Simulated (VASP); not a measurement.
# Ga in VASP: a series of runs

Aim: see how the results for Ga move with the level of theory and the settings. Levels: PBEsol, RPBE, revPBE. Tasks: single point.

All numbers are computed with VASP 6.6.1; they aren't measurements. Logs are shortened: lines on timing, memory, paths and dates and some standing lists are left out, and cuts for length are marked.

### Step 1. The cell of the first run

The cell holds a slab with vacuum, 6 atoms: a = 2.900 Å, b = 3.170 Å, c = 25.032 Å, α = 90.00°, β = 90.00°, γ = 90.00°.

### Step 2. Single point, PBEsol

INCAR reads:

```
ALGO = Normal
DIPOL = 0.5 0.5 0.500
EDIFF = 1E-6
ENCUT = 520
GGA = PS
IDIPOL = 3
ISIF = 2
ISMEAR = -1
LASPH = True
LCHARG = True
LDIPOL = True
LELF = True
LREAL = False
LVACPOTAV = True
LVHAR = True
LWAVE = False
NBANDS = 48
NELM = 80
PREC = Accurate
SIGMA = 0.05
```

KPOINTS reads:

```
k-points
0
Gamma
  9 8 1
```

POSCAR reads:

```
Ga
1.0
    2.9000000000      0.0000000000      0.0000000000
    0.0000000000      3.1700000000      0.0000000000
    0.0000000000      0.0000000000     25.0324200000
Ga
6
Direct
    0.5000000000      0.2500000000      0.2996114639
    0.0000000000      0.7500000000      0.3756097093
    0.0000000000      0.2500000000      0.4620008773
    0.5000000000      0.7500000000      0.5375627711
    0.5000000000      0.2500000000      0.6255553201
    0.0000000000      0.7500000000      0.7020766623
```

Potentials or basis: VASP PAW PBE potentials, release 64 (Ga_d).

The run is started by

```
$ cat potpaw_PBE.64/Ga_d/POTCAR > POTCAR
$ mpirun -np 1 vasp_std > vasp.out
```

OUTCAR:

```text
EDIFF = 1E-6
   ENCUT = 520
   GGA = PS
   ISIF = 2
   ISMEAR = -1
   LASPH = True
   LREAL = False
   NELM = 80
   PREC = Accurate

 ion  position               nearest neighbor table
   1  0.500  0.250  0.300-   2 2.87   2 2.87   2 2.87   2 2.87
   2  0.000  0.750  0.376-   3 2.68   3 2.68   1 2.87   1 2.87   1 2.87   1 2.87
   3  0.000  0.250  0.462-   2 2.68   2 2.68   4 2.86   4 2.86   4 2.86   4 2.86
   4  0.500  0.750  0.538-   5 2.71   5 2.71   3 2.86   3 2.86   3 2.86   3 2.86
   5  0.500  0.250  0.626-   4 2.71   4 2.71   6 2.88   6 2.88   6 2.88   6 2.88
   6  0.000  0.750  0.702-   5 2.88   5 2.88   5 2.88   5 2.88

  LATTYP: Found a simple orthorhombic cell.
 ALAT       =     2.9000000000
 B/A-ratio  =     1.0931034483
 C/A-ratio  =     8.6318689655

  Lattice vectors:

 A1 = (   2.9000000000,   0.0000000000,   0.0000000000)
 A2 = (   0.0000000000,   3.1700000000,   0.0000000000)
 A3 = (   0.0000000000,   0.0000000000,  25.0324200000)

Analysis of symmetry for initial positions (statically):
=====================================================================
 Subroutine PRICEL returns:
 Original cell was already a primitive cell.

 Routine SETGRP: Setting up the symmetry group for a
 simple orthorhombic supercell.

 Subroutine GETGRP returns: Found  4 space group operations
 (whereof  2 operations were pure point group operations)
 out of a pool of  8 trial point group operations.

The static configuration has the point symmetry C_1h.
 The point group associated with its full space group is C_2v.

Analysis of symmetry for dynamics (positions and initial velocities):
=====================================================================
 Subroutine PRICEL returns:
 Original cell was already a primitive cell.

 Routine SETGRP: Setting up the symmetry group for a
 simple orthorhombic supercell.

 Subroutine GETGRP returns: Found  4 space group operations
 (whereof  2 operations were pure point group operations)
 out of a pool of  8 trial point group operations.

The dynamic configuration has the point symmetry C_1h.
 The point group associated with its full space group is C_2v.

 Subroutine INISYM returns: Found  4 space group operations
 (whereof  2 operations are pure point group operations),
 and found     1 'primitive' translations

----------------------------------------------------------------------------------------

                                     Primitive cell

  volume of cell :     230.1230

  direct lattice vectors                    reciprocal lattice vectors
     2.900000000  0.000000000  0.000000000     0.344827586  0.000000000  0.000000000
     0.000000000  3.170000000  0.000000000     0.000000000  0.315457413  0.000000000
     0.000000000  0.000000000 25.032420000     0.000000000  0.000000000  0.039948195

  length of vectors
     2.900000000  3.170000000 25.032420000     0.344827586  0.315457413  0.039948195

  position of ions in fractional coordinates (direct lattice)
     0.500000000  0.250000000  0.299611464
     0.000000000  0.750000000  0.375609709
     0.000000000  0.250000000  0.462000877
     0.500000000  0.750000000  0.537562771
     0.500000000  0.250000000  0.625555320
     0.000000000  0.750000000  0.702076662

  ion indices of the primitive-cell ions
   primitive index   ion index
                 1           1
                 2           2
                 3           3
                 4           4
                 5           5
                 6           6

----------------------------------------------------------------------------------------

 KPOINTS: k-points

Automatic generation of k-mesh.
 Grid dimensions read from file:
 generate k-points for:    9    8    1

 Generating k-lattice:

  Cartesian coordinates                     Fractional coordinates (reciprocal lattice)
     0.038314176  0.000000000  0.000000000     0.111111111  0.000000000  0.000000000
     0.000000000  0.039432177  0.000000000     0.000000000  0.125000000  0.000000000
     0.000000000  0.000000000  0.039948195     0.000000000  0.000000000  1.000000000

  Length of vectors
     0.038314176  0.039432177  0.039948195

  Shift w.r.t. Gamma in fractional coordinates (k-lattice)
     0.000000000  0.000000000  0.000000000

 Subroutine IBZKPT returns following result:
 ===========================================

 Found     25 irreducible k-points:

 Following reciprocal coordinates:
            Coordinates               Weight
  0.000000  0.000000  0.000000      1.000000
  0.111111  0.000000  0.000000      2.000000
  0.222222  0.000000  0.000000      2.000000
  0.333333  0.000000  0.000000      2.000000
  0.444444  0.000000  0.000000      2.000000
  0.000000  0.125000  0.000000      2.000000
[... 16 lines left out ...]
  0.222222  0.500000  0.000000      2.000000
  0.333333  0.500000  0.000000      2.000000
   k-points           NKPTS =     25   k-points in BZ     NKDIM =     25   number of bands    NBANDS=     48
   number of dos      NEDOS =    301   number of ions     NIONS =      6
   total plane-waves  NPLWV = 110592
   dimension x,y,z NGX =    24 NGY =   24 NGZ =  192
   dimension x,y,z NGXF=    48 NGYF=   48 NGZF=  384
   ions per type =               6
   NGX,Y,Z   is equivalent  to a cutoff of  13.76, 12.59, 12.75 a.u.
   NGXF,Y,Z  is equivalent  to a cutoff of  27.52, 25.17, 25.50 a.u.
 SYSTEM =  unknown system
   PREC   = accura    normal or accurate (medium, high low for compatibility)
   ISTART =      0    job   : 0-new  1-cont  2-samecut
   ICHARG =      2    charge: 1-file 2-atom 10-const
   ISPIN  =      1    spin polarized calculation?
   LNONCOLLINEAR =      F non collinear calculations
   LSORBIT =      F    spin-orbit coupling
   LASPH  =      T    aspherical Exc in radial PAW
   ENCUT  =  520.0 eV  38.22 Ry    6.18 a.u.   5.39  5.89 46.54*2*pi/ulx,y,z
   NELM   =     80;   NELMIN=  2; NELMDL= -5     # of ELM steps
   EDIFF  = 0.1E-05   stopping-criterion for ELM
   LREAL  =      F    real-space projection
   EDIFFG = 0.1E-04   stopping-criterion for IOM
   NSW    =      0    number of steps for IOM
   IBRION =     -1    ionic relax: 0-MD 1-quasi-New 2-CG
   NFREE  =      0    steps in history (QN), initial steepest desc. (CG)
   ISIF   =      2    stress and relaxation
   ISYM   =      2    0-nonsym 1-usesym 2-fastsym
   POTIM  = 0.5000    time-step for ionic-motion
   TEBEG  =    0.0;   TEEND  =   0.0 temperature during run
   PSTRESS=    0.0 pullay stress
   NELECT =      78.0000    total number of electrons
   NUPDOWN=      -1.0000    fix difference up-down
   EMIN   =  10.00;   EMAX   =-10.00  energy-range for DOS
   EFERMI =   0.00;   METHOD = LEGACY
   ISMEAR =    -1;   SIGMA  =   0.05  broadening in eV -4-tet -1-fermi 0-gaus
   EFERMI_NEDOS =   21; number of points for ismear=-14 and -15
   IALGO  =     38    algorithm
   IMIX   =      4    mixing-type and parameters
     AMIX     =   0.40;   BMIX     =  1.00
     AMIX_MAG =   1.60;   BMIX_MAG =  1.00
  volume/ion in A,a.u.               =      38.35       258.82
  Fermi-wavevector in a.u.,A,eV,Ry     =   1.141440  2.157008 17.726823  1.302885
  Thomas-Fermi vector in A             =   2.278140
   LORBIT       =      0    0 simple, 1 ext, 2 COOP (PROOUT), +10 PAW based schemes
   GGA     = PS    functional components
   LHFCALC =     F    Hartree Fock is set to
   AEXX    =    0.0000 exact exchange contribution
   IVDW    =     0    specifies the selected vdW correction
   LEPSILON=     F    determine dielectric tensor
   LRPA    =     F    only Hartree local field effects (RPA)
 non-spin polarized calculation
  energy-cutoff  :      520.00
  volume of cell :      230.12
 maximum number of plane-waves:      6256
 NGX is ok and might be reduce to    24
   NGX = 11   NGY = 11   NGZ = 93

 dipolmoment           0.000000      0.000000      0.004051 electrons x Angstroem

 number of electron      77.9999998 magnetization

 dipolmoment           0.000000      0.000000     -0.000502 electrons x Angstroem

 Free energy of the ion-electron system (eV)
  ---------------------------------------------------
  ext. energy  EPLUGINS =         0.00000000
  ---------------------------------------------------
  free energy    TOTEN  =       -19.22905096 eV

  energy without entropy =      -19.21090483  energy(sigma->0) =      -19.21997789

 E-fermi :   0.3754     XC(G=0):  -6.1155

 val. band max:        0.2053552062   @ k =   0.4444   0.1250   0.0000
 cond. band min:       0.3928217937   @ k =   0.4444   0.3750   0.0000
 fundamental gap:      0.1874665875
 Fermi energy:         0.3753587754

 k-point     1 :       0.0000    0.0000    0.0000
  band No.  band energies     occupation
      1     -14.7548      2.00000
      2     -14.6912      2.00000
      3     -14.6712      2.00000
      4     -14.6549      2.00000
      5     -14.6053      2.00000
      6     -14.5744      2.00000
[... 40 lines left out ...]
     47       6.6468      0.00000
     48       7.1407      0.00000

 k-point     2 :       0.1111    0.0000    0.0000
  band No.  band energies     occupation
      1     -14.7294      2.00000
      2     -14.6799      2.00000
      3     -14.6677      2.00000
      4     -14.6310      2.00000
      5     -14.5966      2.00000
      6     -14.5646      2.00000
[... 40 lines left out ...]
     47       5.4488      0.00000
     48       6.5437      0.00000

 k-point     3 :       0.2222    0.0000    0.0000
  band No.  band energies     occupation
      1     -14.6854      2.00000
      2     -14.6598      2.00000
      3     -14.6400      2.00000
      4     -14.5931      2.00000
      5     -14.5818      2.00000
      6     -14.5719      2.00000
[... 40 lines left out ...]
     47       5.7917      0.00000
     48       6.1381      0.00000

 k-point     4 :       0.3333    0.0000    0.0000
  band No.  band energies     occupation
      1     -14.6631      2.00000
      2     -14.6526      2.00000
      3     -14.6154      2.00000
      4     -14.6076      2.00000
      5     -14.5952      2.00000
      6     -14.5532      2.00000
[... 958 lines left out ...]
     47       7.6114      0.00000
     48       7.6186      0.00000

 k-point    23 :       0.2222    0.5000    0.0000
  band No.  band energies     occupation
      1     -14.6845      2.00000
      2     -14.6704      2.00000
      3     -14.6490      2.00000
      4     -14.6305      2.00000
      5     -14.5581      2.00000
      6     -14.5548      2.00000
[... 40 lines left out ...]
     47       5.0798      0.00000
     48       5.0875      0.00000

 k-point    24 :       0.3333    0.5000    0.0000
  band No.  band energies     occupation
      1     -14.7003      2.00000
      2     -14.6916      2.00000
      3     -14.6579      2.00000
      4     -14.6527      2.00000
      5     -14.5757      2.00000
      6     -14.5703      2.00000
[... 40 lines left out ...]
     47       3.1414      0.00000
     48       3.1436      0.00000

 [... further k-points ...]
[... 5 lines left out ...]
  --------------------------------------------------------------------------------------
  -------------------------------------------------------------------------------------
  Total       -4.3082975     -3.3160704      0.4065350      0.0000000      0.0000000      0.0000000
  in kB      -29.9955044    -23.0873573      2.8304039      0.0000000      0.0000000      0.0000000
  external PRESSURE =     -16.7508193 kB  Pullay stress =       0.0000000 kB

 VOLUME and BASIS-vectors are now :
 -----------------------------------------------------------------------------
  energy-cutoff  :      520.00
  volume of cell :      230.12
      direct lattice vectors                 reciprocal lattice vectors
     2.900000000  0.000000000  0.000000000     0.344827586  0.000000000  0.000000000
     0.000000000  3.170000000  0.000000000     0.000000000  0.315457413  0.000000000
     0.000000000  0.000000000 25.032420000     0.000000000  0.000000000  0.039948195

 POSITION                                       TOTAL-FORCE (eV/Angst)
 -----------------------------------------------------------------------------------
      1.45000      0.79250      7.50000         0.000000      0.000000     -0.053698
      0.00000      2.37750      9.40242         0.000000      0.000000     -0.074326
      0.00000      0.79250     11.56500         0.000000      0.000000      0.121940
      1.45000      2.37750     13.45650         0.000000      0.000000      0.000509
      1.45000      0.79250     15.65916         0.000000      0.000000      0.002935
      0.00000      2.37750     17.57468         0.000000      0.000000      0.002641
 -----------------------------------------------------------------------------------
    total drift:                                0.000000     -0.000000      0.001352

  FREE ENERGIE OF THE ION-ELECTRON SYSTEM (eV)
  ---------------------------------------------------
  free  energy   TOTEN  =       -19.2290509557 eV

  energy  without entropy=      -19.2109048252  energy(sigma->0) =      -19.21997789

 vacuum level on the upper side and lower side of the slab         4.852         4.862
```

Run time: 6.8 min. Hardware: 1 thread of Intel Xeon Platinum 8259CL at 2.50GHz (Skylake/Cascade Lake), shared host; peak memory 0.42 GiB.

Results:

```yaml
Free_energy: -19.2291 eV
Largest_force: 0.122 eV/Å
Band_gap_on_the_k_mesh: zero (band 39 reaches 3.79 eV, above the bottom of band 40 at -1.24 eV)
```

Forces on the atoms (eV/Å):
```
Ga   0.000  0.000 -0.054
Ga   0.000  0.000 -0.074
Ga   0.000  0.000  0.122
Ga   0.000  0.000  0.001
Ga   0.000  0.000  0.003
Ga   0.000  0.000  0.003
```

Levels at points of the mesh, in eV from the Fermi level:
| k point | band 35 | band 36 | band 37 | band 38 | band 39 | band 40 | band 41 | band 42 | band 43 | band 44 |
| --- | --- | --- | --- | --- | --- | --- | --- | --- | --- | --- |
| (0.00, 0.00, 0.00) | -5.70 | -3.48 | -1.46 | 1.23 | 3.19 | 3.33 | 3.95 | 4.37 | 4.56 | 4.84 |
| (0.00, 0.50, 0.00) | -5.73 | -5.73 | -3.35 | -3.34 | -1.62 | -1.62 | 0.48 | 0.48 | 2.87 | 2.88 |

Caveat: the PAW data sets were made with another functional, which shifts forces and pressure a little.

(Continued in part 2 of 2.)
